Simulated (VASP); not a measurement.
Wanted: the native input for a VASP 6.6.1 run.

* Task: single point
* Functional: r2SCAN
* Potentials or basis: VASP PAW PBE potentials, release 64 (Ta_pv, N)
* Cutoff: 520 eV
* k mesh: 6 × 6 × 12
* Occupations: gaussian, width 0.15 eV
* Spin: no spin polarisation
* Dipole correction: no
* Further INCAR settings: ALGO = Normal; EDIFF = 1e-06; NBANDS = 33

TaN:

```
Ta N
1.0
     5.23928    0.00000    0.00000
    -2.61964    4.53735    0.00000
     0.00000    0.00000    2.90478
Ta N
3 3
Direct
  0.00000 0.00000 0.00000
  0.33333 0.66667 0.50000
  0.66667 0.33333 0.50000
  0.50000 0.00000 0.00000
  0.50000 0.50000 0.00000
  0.00000 0.50000 0.00000
```

The input as run:

POSCAR

```
TaN
1.0
    5.2392842521      0.0000000000      0.0000000000
   -2.6196421261      4.5373532600      0.0000000000
    0.0000000000      0.0000000000      2.9047770841
Ta N
3 3
Direct
    0.0000000000      0.0000000000      0.0000000000
    0.3333333333      0.6666666667      0.5000000000
    0.6666666667      0.3333333333      0.5000000000
    0.5000000000      0.0000000000      0.0000000000
    0.5000000000      0.5000000000      0.0000000000
    0.0000000000      0.5000000000      0.0000000000
```

INCAR.step1

```
SYSTEM = TaN
ALGO = Normal
EDIFF = 1E-4
ENCUT = 520
GGA = PE
ISMEAR = 0
LASPH = .TRUE.
LCHARG = .FALSE.
LREAL = .FALSE.
LWAVE = .TRUE.
NBANDS = 33
NELM = 100
PREC = Accurate
SIGMA = 0.15
```

INCAR.step2

```
SYSTEM = TaN
ALGO = Normal
EDIFF = 1E-6
ENCUT = 520
ISIF = 2
ISMEAR = 0
ISTART = 1
LASPH = .TRUE.
LCHARG = .TRUE.
LELF = .TRUE.
LMIXTAU = .TRUE.
LREAL = .FALSE.
LVHAR = .TRUE.
LWAVE = .FALSE.
METAGGA = R2SCAN
NBANDS = 33
NELM = 100
PREC = Accurate
SIGMA = 0.15
```

KPOINTS

```
k-points
0
G
  6 6 12
  0 0 0
```

Potentials or basis: VASP PAW PBE potentials, release 64 (Ta_pv, N).

Command:

```sh
$ cat potpaw_PBE.64/Ta_pv/POTCAR potpaw_PBE.64/N/POTCAR > POTCAR
$ cp INCAR.step1 INCAR
$ mpirun -np 1 vasp_std > vasp.out
$ cp INCAR.step2 INCAR
$ mpirun -np 1 vasp_std > vasp.out
```

Results of the run:

* Pressure: 1.7 GPa
* Band gap on the k mesh: zero (band 24 reaches 9.04 eV, above the bottom of band 25 at 6.87 eV)

Caveat: the PAW data sets were made with another functional, which shifts forces and pressure a little; spin-orbit coupling is left out, which moves the levels of the heavy elements.

Run time: 2.7 min on 1 thread of Intel(R) Xeon(R) 6975P-C (Granite Rapids), with other jobs on the host, peak memory 0.25 GiB.
